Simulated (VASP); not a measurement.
Wanted: the native input for a VASP 6.6.1 run.

| Property | Result |
| --- | --- |
| Task | single point |
| Functional | LDA |
| Potentials or basis | VASP PAW LDA potentials, release 64 (Mg) |
| Cutoff | 520 eV |
| k mesh | 13 × 13 × 13 |
| Occupations | fermi-dirac, width 0.1 eV |
| Spin | no spin polarisation |
| Dipole correction | no |
| Further INCAR settings | ALGO = Normal; EDIFF = 1e-07; NBANDS = 9 |

The structure of Mg lies in POSCAR:

```
Mg
1.0
    0.0000000000      3.3464940607      3.3464940607
    3.3464940607      0.0000000000      3.3464940607
    3.3464940607      3.3464940607      0.0000000000
Mg
2
Direct
    0.1250000000      0.1250000000      0.1250000000
    0.8750000000      0.8750000000      0.8750000000
```

One way to write it, as run:

INCAR

```
SYSTEM = Mg
PREC     = Accurate       ! precision mode
ENCUT    = 520            ! plane-wave cutoff, eV
EDIFF    = 1E-7           ! SCF threshold, eV
ISMEAR   = -1             ! smearing method
SIGMA    = 0.1            ! smearing width, eV
LREAL    = .FALSE.        ! projectors in reciprocal space
LASPH    = .TRUE.         ! aspherical terms in the spheres
NELM     = 80             ! most SCF steps
ALGO     = Normal         ! electronic algorithm
ISIF     = 2              ! what is computed and relaxed
LWAVE    = .FALSE.        ! write WAVECAR
LCHARG   = .FALSE.        ! write CHGCAR
GGA      = CA             ! functional
NBANDS   = 9              ! bands
```

KPOINTS

```
Automatic mesh
0
G
  13 13 13
  0 0 0
```

Potentials or basis: VASP PAW LDA potentials, release 64 (Mg).

Command:

```console
$ cat potpaw_LDA.64/Mg/POTCAR > POTCAR
$ mpirun -np 1 vasp_std > vasp.out
```

It gave:

The pressure is -0.1 GPa. The band gap on the k mesh is zero (band 2 reaches 3.53 eV, above the bottom of band 3 at -0.31 eV).

Run time: 25 s on 1 thread of Intel(R) Xeon(R) Platinum 8375C CPU @ 2.90GHz (Ice Lake) (shared host), peak memory 0.2 GiB.
